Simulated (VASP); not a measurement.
# SiO2 (I4/mmm) in VASP: settings compared

SiO2 is run at these levels: PBE, r2SCAN; tasks: electric field gradients.

Program: VASP 6.6.1. These are calculated values, not measurements. Logs are shortened: lines on timing, memory, paths and dates and some standing lists are left out, and cuts for length are marked.

## 1. The cell of the first run

Symmetry: I4/mmm, No. 139, tetragonal system. The conventional cell has a = 8.944 Å, b = 8.944 Å, c = 5.224 Å, α = 90.00°, β = 90.00°, γ = 90.00°. Within 2.1 Å of Si (site symmetry m2m) lie 4 O at 1.60 to 1.61 Å. O (site symmetry 2/m) has 2 Si at 1.60 Å within 2.1 Å. O (site symmetry m2m) has 2 Si at 1.61 Å within 2.1 Å.

## 2. Electric field gradients, PBE

File INCAR:

```
ALGO = Normal
EDIFF = 1E-8
ENCUT = 520
GGA = PE
ISIF = 2
ISMEAR = -1
LASPH = T
LCHARG = F
LEFG = T
LREAL = F
LWAVE = F
NBANDS = 44
NELM = 80
PREC = Accurate
SIGMA = 0.02
```

File KPOINTS:

```
k-points
0
Gamma
  5 5 5
```

File POSCAR:

```
SiO2
1.0
   -4.4720405200      4.4720405200      2.6117703500
    4.4720405200     -4.4720405200      2.6117703500
    4.4720405200      4.4720405200     -2.6117703500
Si O
4 8
Direct
    0.1768885800      0.1768885800      0.3537771600
    0.8231114200      0.1768885800      0.0000000000
    0.1768885800      0.8231114200      0.0000000000
    0.8231114200      0.8231114200      0.6462228400
    0.5000000000      0.5000000000      0.5000000000
    0.0000000000      0.5000000000      0.0000000000
    0.5000000000      0.0000000000      0.0000000000
    0.0000000000      0.0000000000      0.5000000000
    0.0000000000      0.2085486600      0.2085486600
    0.7914513400      0.0000000000      0.7914513400
    0.2085486600      0.0000000000      0.2085486600
    0.0000000000      0.7914513400      0.7914513400
```

Potentials or basis: VASP PAW PBE potentials, release 64 (Si, O).

Started as:

```
$ cat potpaw_PBE.64/Si/POTCAR potpaw_PBE.64/O/POTCAR > POTCAR
$ mpirun -np 1 vasp_std > vasp.out
```

OUTCAR:

```text
EDIFF = 1E-8
   ENCUT = 520
   GGA = PE
   ISIF = 2
   ISMEAR = -1
   LASPH = T
   LREAL = F
   NELM = 80
   PREC = Accurate

 ion  position               nearest neighbor table
   1  0.177  0.177  0.354-   5 1.60   8 1.60   9 1.61  11 1.61
   2  0.823  0.177  0.000-   6 1.60   7 1.60  10 1.61   9 1.61
   3  0.177  0.823  0.000-   7 1.60   6 1.60  12 1.61  11 1.61
   4  0.823  0.823  0.646-   8 1.60   5 1.60  10 1.61  12 1.61
   5  0.500  0.500  0.500-   1 1.60   4 1.60
   6  0.000  0.500  0.000-   2 1.60   3 1.60
   7  0.500  0.000  0.000-   3 1.60   2 1.60
   8  0.000  0.000  0.500-   4 1.60   1 1.60
   9  0.000  0.209  0.209-   1 1.61   2 1.61
  10  0.791  0.000  0.791-   4 1.61   2 1.61
  11  0.209  0.000  0.209-   1 1.61   3 1.61
  12  0.000  0.791  0.791-   4 1.61   3 1.61

  LATTYP: Found a body centered tetragonal cell.
 ALAT       =     8.9440810400
 C/A-ratio  =     0.5840220674

  Lattice vectors:

 A1 = (  -4.4720405200,   4.4720405200,   2.6117703500)
 A2 = (   4.4720405200,  -4.4720405200,   2.6117703500)
 A3 = (   4.4720405200,   4.4720405200,  -2.6117703500)

Analysis of symmetry for initial positions (statically):
=====================================================================
 Subroutine PRICEL returns:
 Original cell was already a primitive cell.

 Routine SETGRP: Setting up the symmetry group for a
 body centered tetragonal supercell.

 Subroutine GETGRP returns: Found 16 space group operations
 (whereof 16 operations were pure point group operations)
 out of a pool of 16 trial point group operations.

The static configuration has the point symmetry D_4h.

Analysis of symmetry for dynamics (positions and initial velocities):
=====================================================================
 Subroutine PRICEL returns:
 Original cell was already a primitive cell.

 Routine SETGRP: Setting up the symmetry group for a
 body centered tetragonal supercell.

 Subroutine GETGRP returns: Found 16 space group operations
 (whereof 16 operations were pure point group operations)
 out of a pool of 16 trial point group operations.

The dynamic configuration has the point symmetry D_4h.
[... 1024 lines left out ...]
 -----------------------------------------------------------------------------
  energy-cutoff  :      520.00
  volume of cell :      208.93
      direct lattice vectors                 reciprocal lattice vectors
    -4.472040520  4.472040520  2.611770350     0.000000000  0.111805785  0.191441028
     4.472040520 -4.472040520  2.611770350     0.111805785  0.000000000  0.191441028
     4.472040520  4.472040520 -2.611770350     0.111805785  0.111805785  0.000000000

 POSITION                                       TOTAL-FORCE (eV/Angst)
 -----------------------------------------------------------------------------------
      1.58211      1.58211      0.00000        -0.011947     -0.011947      0.000000
     -2.88993      2.88993      2.61177        -0.011947      0.011947      0.000000
      2.88993     -2.88993      2.61177         0.011947     -0.011947      0.000000
      2.88993      2.88993      2.61177         0.011947      0.011947     -0.000000
      2.23602      2.23602      1.30589         0.000000      0.000000      0.000000
      2.23602     -2.23602      1.30589         0.000000      0.000000      0.000000
     -2.23602      2.23602      1.30589         0.000000      0.000000      0.000000
      2.23602      2.23602     -1.30589        -0.000000      0.000000      0.000000
      1.86528      0.00000      0.00000         0.204342      0.000000      0.000000
      0.00000      7.07880      0.00000        -0.000000     -0.204342     -0.000000
      0.00000      1.86528      0.00000         0.000000      0.204342      0.000000
      7.07880      0.00000      0.00000        -0.204342     -0.000000     -0.000000
 -----------------------------------------------------------------------------------
    total drift:                               -0.000000     -0.000000      0.000000

  FREE ENERGIE OF THE ION-ELECTRON SYSTEM (eV)
  ---------------------------------------------------
  free  energy   TOTEN  =       -94.7955465172 eV

  energy  without entropy=      -94.7955465171  energy(sigma->0) =      -94.79554652

 Electric field gradients (V/A^2)
---------------------------------------------------------------------
 ion       V_xx      V_yy      V_zz      V_xy      V_xz      V_yz
---------------------------------------------------------------------
   1       0.342     0.342    -0.685    -4.384    -0.000    -0.000
   2       0.342     0.342    -0.685     4.384    -0.000    -0.000
   3       0.342     0.342    -0.685     4.384    -0.000    -0.000
   4       0.342     0.342    -0.685    -4.384    -0.000    -0.000
   5     -24.289   -24.289    48.579    24.771    48.883    48.883
   6     -24.289   -24.289    48.578   -24.762    48.883   -48.876
   7     -24.289   -24.289    48.578   -24.762   -48.876    48.883
   8     -24.289   -24.289    48.579    24.771   -48.876   -48.876
   9     -44.427    93.864   -49.437    -0.001    -0.000     0.000
  10      93.864   -44.427   -49.437    -0.001     0.000    -0.000
  11      93.864   -44.427   -49.437    -0.001     0.000    -0.000
  12     -44.427    93.864   -49.437    -0.001    -0.000     0.000
---------------------------------------------------------------------

 Electric field gradients after diagonalization (V/A^2)
 (convention: |V_zz| > |V_xx| > |V_yy|)
----------------------------------------------------------------------
 ion       V_xx      V_yy      V_zz     asymmetry (V_yy - V_xx)/ V_zz
----------------------------------------------------------------------
   1      -4.042    -0.685     4.727       0.710
   2      -4.042    -0.685     4.727       0.710
   3      -4.042    -0.685     4.727       0.710
   4      -4.042    -0.685     4.727       0.710
   5     -49.061   -48.665    97.725       0.004
   6     -49.052   -48.665    97.717       0.004
   7     -49.052   -48.665    97.717       0.004
   8     -49.061   -48.654    97.715       0.004
   9     -49.437   -44.427    93.864       0.053
  10     -49.437   -44.427    93.864       0.053
  11     -49.437   -44.427    93.864       0.053
  12     -49.437   -44.427    93.864       0.053
----------------------------------------------------------------------

           NMR quadrupolar parameters

 Cq : quadrupolar parameter    Cq=e*Q*V_zz/h
 eta: asymmetry parameters     (V_yy - V_xx)/ V_zz
 Q  : nuclear electric quadrupole moment in mb (millibarn)
----------------------------------------------------------------------
 ion       Cq(MHz)       eta       Q (mb)
----------------------------------------------------------------------
   1       0.011       0.710       1.000
   2       0.011       0.710       1.000
   3       0.011       0.710       1.000
   4       0.011       0.710       1.000
   5       0.236       0.004       1.000
   6       0.236       0.004       1.000
   7       0.236       0.004       1.000
   8       0.236       0.004       1.000
   9       0.227       0.053       1.000
  10       0.227       0.053       1.000
  11       0.227       0.053       1.000
  12       0.227       0.053       1.000
----------------------------------------------------------------------
```

OSZICAR:

```text
N       E                     dE             d eps       ncg     rms          rms(c)
DAV:   1     0.457437854924E+03    0.45744E+03   -0.31828E+04  1584   0.129E+03
DAV:   2    -0.663700141096E+02   -0.52381E+03   -0.50325E+03  2040   0.313E+02
DAV:   3    -0.108002625158E+03   -0.41633E+02   -0.41403E+02  1944   0.945E+01
DAV:   4    -0.108635344977E+03   -0.63272E+00   -0.63159E+00  2008   0.129E+01
DAV:   5    -0.108647853930E+03   -0.12509E-01   -0.12499E-01  1968   0.175E+00    0.303E+01
DAV:   6    -0.949137525685E+02    0.13734E+02   -0.52637E+01  1796   0.331E+01    0.141E+01
DAV:   7    -0.948449845839E+02    0.68768E-01   -0.15949E+00  1952   0.503E+00    0.514E+00
DAV:   8    -0.947950492795E+02    0.49935E-01   -0.90234E-02  1948   0.176E+00    0.195E+00
DAV:   9    -0.947913505797E+02    0.36987E-02   -0.52765E-02  1948   0.122E+00    0.417E-01
DAV:  10    -0.947958603394E+02   -0.45098E-02   -0.49557E-03  1708   0.336E-01    0.126E-01
DAV:  11    -0.947955889770E+02    0.27136E-03   -0.18849E-03  1724   0.225E-01    0.491E-02
DAV:  12    -0.947955622420E+02    0.26735E-04   -0.89974E-05  1936   0.528E-02    0.315E-02
DAV:  13    -0.947955496762E+02    0.12566E-04   -0.64371E-06  1740   0.176E-02    0.123E-02
DAV:  14    -0.947955466633E+02    0.30130E-05   -0.47820E-06  1748   0.117E-02    0.282E-03
DAV:  15    -0.947955465675E+02    0.95802E-07   -0.32981E-07  1928   0.379E-03    0.234E-03
DAV:  16    -0.947955465212E+02    0.46324E-07   -0.10638E-07  1732   0.171E-03    0.641E-04
DAV:  17    -0.947955465088E+02    0.12397E-07   -0.85770E-09  1216   0.509E-04    0.189E-04
DAV:  18    -0.947955465172E+02   -0.83919E-08   -0.46586E-09  1272   0.438E-04
   1 F= -.94795547E+02 E0= -.94795547E+02  d E =-.313571E-10
```

stdout:

```text
POSCAR found type information on POSCAR SiO
 POSCAR found :  2 types and      12 ions
 scaLAPACK will be used
 LDA part: xc-table for (Slater+PW92), standard interpolation
 POSCAR, INCAR and KPOINTS ok, starting setup
 FFT: planning ... GRIDC
 FFT: planning ... GRID_SOFT
 FFT: planning ... GRID
 WAVECAR not read
 entering main loop
ion   1

ion   2

ion   3

ion   4

ion   5

ion   6

ion   7

ion   8

ion   9

ion  10

ion  11

ion  12
```

It took 2.6 min on 1 thread of Intel Xeon 6975P-C (Granite Rapids), shared host; peak memory 0.43 GiB.

What came out:

```yaml
Free_energy: -94.7955 eV
Pressure: 3.7 GPa
Largest_force: 0.204 eV/Å
Band_gap_on_the_k_mesh: 5.45 eV, indirect (the least direct gap lies 5.0 meV higher)
```

Forces on the atoms (eV/Å):
```
Si  -0.012 -0.012  0.000
Si  -0.012  0.012  0.000
Si   0.012 -0.012  0.000
Si   0.012  0.012  0.000
O    0.000  0.000  0.000
O    0.000  0.000  0.000
O    0.000  0.000  0.000
O    0.000  0.000  0.000
O    0.204  0.000  0.000
O    0.000 -0.204  0.000
O    0.000  0.204  0.000
O   -0.204  0.000  0.000
```

Electric field gradients, principal values (V/Å²):
```tsv
atom	least	middle	greatest (by size)
1 Si	-0.685	-4.042	4.727
2 Si	-0.685	-4.042	4.727
3 Si	-0.685	-4.042	4.727
4 Si	-0.685	-4.042	4.727
5 O	-48.665	-49.061	97.725
6 O	-48.665	-49.052	97.717
7 O	-48.665	-49.052	97.717
8 O	-48.654	-49.061	97.715
9 O	-44.427	-49.437	93.864
10 O	-44.427	-49.437	93.864
11 O	-44.427	-49.437	93.864
12 O	-44.427	-49.437	93.864
```

Caveat: without QUAD_EFG the Cq values of the log hold for a quadrupole moment of 1 mb, not for the nuclei.

(Continued in part 2 of 2.)
